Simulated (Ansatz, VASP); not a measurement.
## Os: VASP beside Ansatz

Contents of POSCAR:

```
Os
1.0
    0.0000000000      1.9450000000      1.9450000000
    1.9450000000      0.0000000000      1.9450000000
    1.9450000000      1.9450000000      0.0000000000
Os
1
Direct
    0.0000000000      0.0000000000      0.0000000000
```

The input INCAR.step1:

```
ALGO = Normal
EDIFF = 1E-4
ENCUT = 520
GGA = PE
ISMEAR = 0
LASPH = True
LCHARG = False
LREAL = False
LWAVE = True
NBANDS = 10
NELM = 100
PREC = Accurate
SIGMA = 0.15
```

Contents of INCAR.step2:

```
ALGO = Normal
EDIFF = 1E-6
ENCUT = 520
ISIF = 2
ISMEAR = 0
ISTART = 1
LASPH = True
LCHARG = False
LMIXTAU = True
LREAL = False
LWAVE = False
METAGGA = R2SCAN
NBANDS = 10
NELM = 100
PREC = Accurate
SIGMA = 0.15
```

File KPOINTS:

```
k-points
0
Gamma
  20 20 20
```

Input for Ansatz:

```yaml
crystal:
  lattice:
    - [0.0, 1.945, 1.945]
    - [1.945, 0.0, 1.945]
    - [1.945, 1.945, 0.0]
  atoms:
    - { symbol: Os, position: [0.0, 0.0, 0.0] }
basis:
  ecutwfc: 500
kpoints:
  mp_grid: { grid: [20, 20, 20] }
hamiltonian:
  xc: r2scan
scf:
  occupations: { method: gaussian, width: 0.15 }
output:
  forces: true
  stress: true
  eigenvalues: true
```

Alike in both runs: task single point; functional r2SCAN; k mesh 20 × 20 × 20; occupations gaussian, width 0.15 eV; no spin polarisation.

|  | VASP | Ansatz |
| --- | --- | --- |
| version | VASP 6.6.1 | Ansatz 0.2.0 |
| potentials or method | VASP PAW PBE potentials, release 64 (Os), cutoff 520 eV | scalar-relativistic, plane waves, PAW |
| valence electrons in the cell | 8 | 16 |

VASP gave:

| Quantity | Value |
| --- | --- |
| gap on the k mesh at the Fermi level (eV) | none |
| pressure (GPa) | -16.3 |

**Question.** Which values does Ansatz return?

**Answer.** gap on the k mesh at the Fermi level (eV): none; pressure (GPa): -16.9.

VASP's potentials were made for PBE, not for r2SCAN. A gap of «none» marks a metal or a gap that the smearing closes. VASP's potentials hold 8 valence electrons a cell and Ansatz's 16, so a difference there can come from the potentials and not from the codes.

Neither program's run includes spin-orbit coupling.
